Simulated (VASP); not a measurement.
# Ge (Fd-3m) in VASP: vibrations by perturbation theory with PBE

Aim: the vibrations by perturbation theory of Ge with PBE.

Program: VASP 6.6.1. These are calculated values, not measurements. Logs are shortened: lines on timing, memory, paths and dates and some standing lists are left out, and cuts for length are marked.

### 1 The cell of the first run

The structure is cubic, space group Fd-3m (No. 227). The conventional cell has a = 5.763 Å, b = 5.763 Å, c = 5.763 Å, α = 90.00°, β = 90.00°, γ = 90.00°. Ge (site symmetry -43m) has 4 Ge at 2.50 Å within 3.3 Å.

### 2 Vibrations by perturbation theory, PBE

Contents of INCAR:

```
SYSTEM = Ge
PREC = Accurate
ENCUT = 520
EDIFF = 1E-8
ISMEAR = -1
SIGMA = 0.15
LREAL = .False.
LASPH = .True.
NELM = 60
ALGO = Normal
ISIF = 2
LWAVE = .False.
LCHARG = .True.
GGA = PE
NBANDS = 21
IBRION = 8
NSW = 1
```

Contents of KPOINTS:

```
regular mesh
0
Gamma
  20 20 20
  0 0 0
```

Contents of POSCAR:

```
Ge
1.0
   -2.0376746891      2.0376746891      2.8817067496
    2.0376746891     -2.0376746891      2.8817067496
    2.0376746891      2.0376746891     -2.8817067496
Ge
2
Direct
    0.0000000000      0.0000000000      0.0000000000
    0.7500000000      0.2500000000      0.5000000000
```

Potentials or basis: VASP PAW PBE potentials, release 64 (Ge_d).

Run with:

```bash
$ cat potpaw_PBE.64/Ge_d/POTCAR > POTCAR
$ mpirun -np 1 vasp_std > vasp.out
```

OUTCAR:

```text
SYSTEM = Ge
   PREC = Accurate
   ENCUT = 520
   EDIFF = 1E-8
   ISMEAR = -1
   LREAL = .False.
   LASPH = .True.
   NELM = 60
   ISIF = 2
   GGA = PE
   IBRION = 8
   NSW = 1

 ion  position               nearest neighbor table
   1  0.000  0.000  0.000-   2 2.50   2 2.50   2 2.50   2 2.50
   2  0.750  0.250  0.500-   1 2.50   1 2.50   1 2.50   1 2.50

  LATTYP: Found a face centered cubic cell.
 ALAT       =     5.7634139306

  Lattice vectors:

 A1 = (   2.0376746891,  -2.0376746891,  -2.8817067496)
 A2 = (   2.0376746891,   2.0376746891,  -2.8817067496)
 A3 = (   4.0753493782,  -0.0000000000,   0.0000000000)

Analysis of symmetry for initial positions (statically):
=====================================================================
 Subroutine PRICEL returns:
 Original cell was already a primitive cell.

 Routine SETGRP: Setting up the symmetry group for a
 face centered cubic supercell.

 Subroutine GETGRP returns: Found 48 space group operations
 (whereof 24 operations were pure point group operations)
 out of a pool of 48 trial point group operations.

The static configuration has the point symmetry T_d .
 The point group associated with its full space group is O_h .

Analysis of symmetry for dynamics (positions and initial velocities):
=====================================================================
 Subroutine PRICEL returns:
 Original cell was already a primitive cell.

 Routine SETGRP: Setting up the symmetry group for a
 face centered cubic supercell.

 Subroutine GETGRP returns: Found 48 space group operations
 (whereof 24 operations were pure point group operations)
 out of a pool of 48 trial point group operations.

The dynamic configuration has the point symmetry T_d .
 The point group associated with its full space group is O_h .

 Subroutine INISYM returns: Found 48 space group operations
 (whereof 24 operations are pure point group operations),
 and found     1 'primitive' translations

----------------------------------------------------------------------------------------

                                     Primitive cell

  volume of cell :      47.8607

  direct lattice vectors                    reciprocal lattice vectors
    -2.037674689  2.037674689  2.881706750     0.000000000  0.245377735  0.173508286
     2.037674689 -2.037674689  2.881706750     0.245377735  0.000000000  0.173508286
     2.037674689  2.037674689 -2.881706750     0.245377735  0.245377735  0.000000000

  length of vectors
     4.075349073  4.075349073  4.075349073     0.300525138  0.300525138  0.347016521

  position of ions in fractional coordinates (direct lattice)
     0.000000000  0.000000000  0.000000000
     0.750000000  0.250000000  0.500000000

  ion indices of the primitive-cell ions
   primitive index   ion index
                 1           1
                 2           2

----------------------------------------------------------------------------------------

 KPOINTS: regular mesh

Automatic generation of k-mesh.
 Grid dimensions read from file:
 generate k-points for:   20   20   20

 Generating k-lattice:

  Cartesian coordinates                     Fractional coordinates (reciprocal lattice)
     0.000000000  0.012268887  0.008675414     0.050000000 -0.000000000  0.000000000
     0.012268887  0.000000000  0.008675414    -0.000000000  0.050000000  0.000000000
     0.012268887  0.012268887  0.000000000     0.000000000  0.000000000  0.050000000

  Length of vectors
     0.015026257  0.015026257  0.017350826

  Shift w.r.t. Gamma in fractional coordinates (k-lattice)
     0.000000000  0.000000000  0.000000000
[... 65 lines left out ...]
   EFERMI =   0.00;   METHOD = LEGACY
   ISMEAR =    -1;   SIGMA  =   0.15  broadening in eV -4-tet -1-fermi 0-gaus
   EFERMI_NEDOS =   21; number of points for ismear=-14 and -15
   IALGO  =     38    algorithm
   IMIX   =      4    mixing-type and parameters
     AMIX     =   0.40;   BMIX     =  1.00
     AMIX_MAG =   1.60;   BMIX_MAG =  1.00
  volume/ion in A,a.u.               =      23.93       161.49
  Fermi-wavevector in a.u.,A,eV,Ry     =   1.369202  2.587418 25.507053  1.874715
  Thomas-Fermi vector in A             =   2.495099
   LORBIT       =      0    0 simple, 1 ext, 2 COOP (PROOUT), +10 PAW based schemes
   GGA     = PE    functional components
   LHFCALC =     F    Hartree Fock is set to
   AEXX    =    0.0000 exact exchange contribution
   IVDW    =     0    specifies the selected vdW correction
   LEPSILON=     F    determine dielectric tensor
   LRPA    =     F    only Hartree local field effects (RPA)
 non-spin polarized calculation
  energy-cutoff  :      520.00
  volume of cell :       47.86
 maximum number of plane-waves:      1309
   NGX = 15   NGY = 15   NGZ = 15

--------------------------------------- Ionic step        1  -------------------------------------------

 number of electron      27.9999978 magnetization

 Free energy of the ion-electron system (eV)
  ---------------------------------------------------
  ext. energy  EPLUGINS =         0.00000000
  ---------------------------------------------------
  free energy    TOTEN  =        -9.04006271 eV

  energy without entropy =       -9.03185169  energy(sigma->0) =       -9.03595720

 E-fermi :   4.5309     XC(G=0):  -9.6659

 val. band max:        4.5066210868   @ k =   0.4500   0.0000  -0.0000
 cond. band min:       4.5670953263   @ k =   0.4000   0.0000   0.0000
 fundamental gap:      0.0604742395
 Fermi energy:         4.5309395286

 k-point     1 :       0.0000    0.0000    0.0000
  band No.  band energies     occupation
      1     -20.2798      2.00000
      2     -20.2798      2.00000
      3     -20.2798      2.00000
      4     -20.2476      2.00000
      5     -20.2476      2.00000
      6     -20.0652      2.00000
[... 565 lines left out ...]
     20      13.1161      0.00000
     21      13.8035      0.00000

 [... further k-points ...]
[... 5 lines left out ...]
  --------------------------------------------------------------------------------------
  -------------------------------------------------------------------------------------
  Total       -0.0133801     -0.0133801     -0.0133801      0.0000000      0.0000000     -0.0000000
  in kB       -0.4479108     -0.4479108     -0.4479106      0.0000000      0.0000000     -0.0000000
  external PRESSURE =      -0.4479107 kB  Pullay stress =       0.0000000 kB

 VOLUME and BASIS-vectors are now :
 -----------------------------------------------------------------------------
  energy-cutoff  :      520.00
  volume of cell :       47.86
      direct lattice vectors                 reciprocal lattice vectors
    -2.037674689  2.037674689  2.881706750     0.000000000  0.245377735  0.173508286
     2.037674689 -2.037674689  2.881706750     0.245377735  0.000000000  0.173508286
     2.037674689  2.037674689 -2.881706750     0.245377735  0.245377735  0.000000000

 POSITION                                       TOTAL-FORCE (eV/Angst)
 -----------------------------------------------------------------------------------
      0.00000      0.00000      0.00000         0.000000      0.000000      0.000000
      0.00000      2.03767      1.44085        -0.000000     -0.000000     -0.000000
 -----------------------------------------------------------------------------------
    total drift:                                0.000000     -0.000000      0.000000

  FREE ENERGIE OF THE ION-ELECTRON SYSTEM (eV)
  ---------------------------------------------------
  free  energy   TOTEN  =        -9.0400627086 eV

  energy  without entropy=       -9.0318516942  energy(sigma->0) =       -9.03595720

[... ionic steps 2 to 3 ...]

--------------------------------------- Ionic step        4  -------------------------------------------

 Free energy of the ion-electron system (eV)
  ---------------------------------------------------
  ---------------------------------------------------
  free energy    TOTEN  =        -0.19369177 eV

  energy without entropy =       -0.19369177

------------------------ aborting loop because EDIFF is reached ----------------------------------------

 INTERNAL STRAIN TENSOR  FOR ION    1  DIRECTION 1   (eV/Angst):
 -----------------------------------------------------------------------------
    -0.00159  0.00000 -7.13457
     0.00000  0.00286  0.00000
    -7.11302  0.00000 -0.00034

 INTERNAL STRAIN TENSOR FOR ION    2 for displacements in x,y,z  (eV/Angst):
          X           Y           Z          XY          YZ          ZX
  --------------------------------------------------------------------------------
  x     0.00000    -0.00000     0.00000     0.00000     0.00000     7.12537
  y     0.00000    -0.00000     0.00000    -0.00000    -7.12537     0.00000
  z     7.12537    -7.12537     0.00000     0.00000     0.00000    -0.00000

 SECOND DERIVATIVES (NOT SYMMETRIZED)
 ------------------------------------
               1X          1Y          1Z          2X          2Y          2Z
  1X    -9.891645    0.000000    0.000000    9.891645    0.000000    0.000000
  1Y     0.000000   -9.891645   -0.000000    0.000000    9.891645    0.000000
  1Z    -0.000000    0.000000   -9.891642    0.000000   -0.000000    9.891642
  2X     9.891645    0.000000    0.000000   -9.891645    0.000000    0.000000
  2Y     0.000000    9.891645    0.000000    0.000000   -9.891645   -0.000000
  2Z     0.000000   -0.000000    9.891642   -0.000000    0.000000   -9.891642

 Eigenvectors and eigenvalues of the dynamical matrix
 ----------------------------------------------------

   1 f  =    8.160218 THz    51.272163 2PiTHz  272.195577 cm-1    33.747935 meV
             X         Y         Z           dx          dy          dz
      0.000000  0.000000  0.000000    -0.050017    0.705336    0.000000
      0.000000  2.037675  1.440853     0.050017   -0.705336    0.000000
[... 16 lines left out ...]
   5 f  =    0.000000 THz     0.000000 2PiTHz    0.000000 cm-1     0.000000 meV
             X         Y         Z           dx          dy          dz
      0.000000  0.000000  0.000000     0.000000    0.000000    0.707107
      0.000000  2.037675  1.440853    -0.000000    0.000000    0.707107

   6 f/i=    0.000000 THz     0.000000 2PiTHz    0.000000 cm-1     0.000000 meV
             X         Y         Z           dx          dy          dz
      0.000000  0.000000  0.000000    -0.500000    0.500000    0.000000
      0.000000  2.037675  1.440853    -0.500000    0.500000    0.000000

--------------------------------------------------------------------------------------------------------

 ELASTIC MODULI CONTR FROM IONIC RELAXATION (kBar)
 Direction    XX          YY          ZZ          XY          YZ          ZX
 --------------------------------------------------------------------------------
 XX        -171.8215    171.8215     -0.0000     -0.0000      0.0000      0.0000
 YY         171.8215   -171.8215      0.0000      0.0000     -0.0000     -0.0000
 ZZ          -0.0000      0.0000     -0.0000     -0.0000     -0.0000     -0.0000
 XY          -0.0000      0.0000     -0.0000     -0.0000     -0.0000     -0.0000
 YZ           0.0000     -0.0000     -0.0000     -0.0000   -171.8215     -0.0000
 ZX           0.0000     -0.0000     -0.0000     -0.0000     -0.0000   -171.8215
 --------------------------------------------------------------------------------
```

Run time: 34 min. Hardware: 1 thread of Oxide Virtual Turin-like, shared host; peak memory 3.3 GiB.

What came out:

- Highest phonon frequency at Γ: 272 cm⁻¹

Phonon frequencies in cm⁻¹ (negative: imaginary):
```csv
q point,frequencies
"(0.000, 0.000, 0.000)",0 0 0 272 272 272
```
